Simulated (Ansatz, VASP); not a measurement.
# Gd in VASP and in Ansatz

```
Gd
1.0
     0.00000    2.58582    2.58582
     2.58582    0.00000    2.58582
     2.58582    2.58582    0.00000
Gd
1
Direct
  0.00000 0.00000 0.00000
```

Alike in both runs: task single point; functional PBEsol; dispersion D4; k mesh 7 × 7 × 7; occupations gaussian, width 0.25 eV; collinear spin.

|  | VASP | Ansatz |
| --- | --- | --- |
| version | VASP 6.6.1 | Ansatz 0.2.0 |
| potentials or method | VASP PAW PBE potentials, release 64 (Gd), cutoff 520 eV | plane waves, PAW |
| valence electrons in the cell | 18 | 18 |

|  | VASP | Ansatz | Ansatz less VASP |
| --- | --- | --- | --- |
| net moment per atom (μB) | 7.40 | 7.40 | -0.001 |
| size of the moment on the site where the two differ most (μB) | 6.89 | 7.20 | +0.307 |

VASP's potentials were made for PBE, not for PBEsol. Site moments also hang on the region over which each program counts them.

Spin-orbit coupling is off throughout.
